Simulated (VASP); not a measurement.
# AlN: single point with PBE exchange alone

Crystal: AlN.

```
Al N
1.0
     0.00000    2.19846    2.19846
     2.19846    0.00000    2.19846
     2.19846    2.19846    0.00000
Al N
1 1
Cartesian
  0.0000 0.0000 0.0000
  1.0992 1.0992 1.0992
```

- Program: VASP 6.6.1
- Task: single point
- Functional: PBE exchange alone
- Potentials or basis: VASP PAW PBE potentials, release 64 (Al, N)
- Cutoff: 600 eV
- k mesh: 10 × 10 × 10
- Occupations: fermi-dirac, width 0.05 eV
- Spin: no spin polarisation

```yaml
Pressure: 14.7 GPa
Band_gap_on_the_k_mesh: 3.64 eV, indirect (least direct gap 4.32 eV)
```

Levels at points of the mesh, in eV from the valence-band top:
```csv
k point,band 1,band 2,band 3,band 4,band 5,band 6,band 7,band 8
"(0.00, 0.00, 0.00)",-14.79,0.00,0.00,0.00,4.32,12.46,12.46,12.46
"(0.50, 0.00, 0.00)",-12.83,-5.65,-0.47,-0.47,7.41,10.02,11.17,11.17
"(0.50, 0.50, 0.00)",-12.22,-4.77,-1.73,-1.73,3.64,8.70,13.84,15.63
```

Run time: 18 s on 1 thread of Intel(R) Xeon(R) Platinum 8488C (Sapphire Rapids) (shared host), peak memory 0.15 GiB.

A k mesh can miss the band edges.
